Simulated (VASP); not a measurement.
Write the native input for VASP 6.6.1 that does the following.

```yaml
Task: single point
Functional: PBE
Potentials_or_basis: VASP PAW PBE potentials, release 64 (Cd, S)
Cutoff: 520 eV
k_mesh: 12 × 12 × 4
Occupations: fermi-dirac, width 0.02 eV
Spin: no spin polarisation
Dipole_correction: no
Further_INCAR_settings: ALGO = Normal; EDIFF = 1e-06; NBANDS = 26
```

The structure of CdS lies in POSCAR:

```
CdS
1.0
    4.1646012805      0.0000000000      0.0000000000
   -2.0823006403      3.6066505056      0.0000000000
    0.0000000000      0.0000000000      6.7660104844
Cd S
2 2
Direct
    0.3333333333      0.6666666667     -0.0009631161
    0.6666666667      0.3333333333      0.4990368839
    0.3333333333      0.6666666667      0.3759631161
    0.6666666667      0.3333333333      0.8759631161
```

These files were run (other wordings do the same):

INCAR

```
SYSTEM = CdS
PREC     = Accurate       ! precision mode
ENCUT    = 520            ! plane-wave cutoff, eV
EDIFF    = 1E-6           ! SCF threshold, eV
ISMEAR   = -1             ! smearing method
SIGMA    = 0.02           ! smearing width, eV
LREAL    = .False.        ! projectors in reciprocal space
LASPH    = .True.         ! aspherical terms in the spheres
NELM     = 60             ! most SCF steps
ALGO     = Normal         ! electronic algorithm
ISIF     = 2              ! what is computed and relaxed
LWAVE    = .False.        ! write WAVECAR
LCHARG   = .False.        ! write CHGCAR
GGA      = PE             ! functional
NBANDS   = 26             ! bands
```

KPOINTS

```
Automatic mesh
0
Gamma
  12 12 4
  0 0 0
```

Potentials or basis: VASP PAW PBE potentials, release 64 (Cd, S).

The run is started by

```sh
$ cat potpaw_PBE.64/Cd/POTCAR potpaw_PBE.64/S/POTCAR > POTCAR
$ mpirun -np 1 vasp_std > vasp.out
```

It gave:

```json
{
  "Pressure": "1.7 GPa",
  "Band gap on the k mesh": "1.17 eV"
}
```

Run time: 3.9 min on 1 thread of AMD EPYC 7R13, with other jobs on the host, peak memory 0.26 GiB.
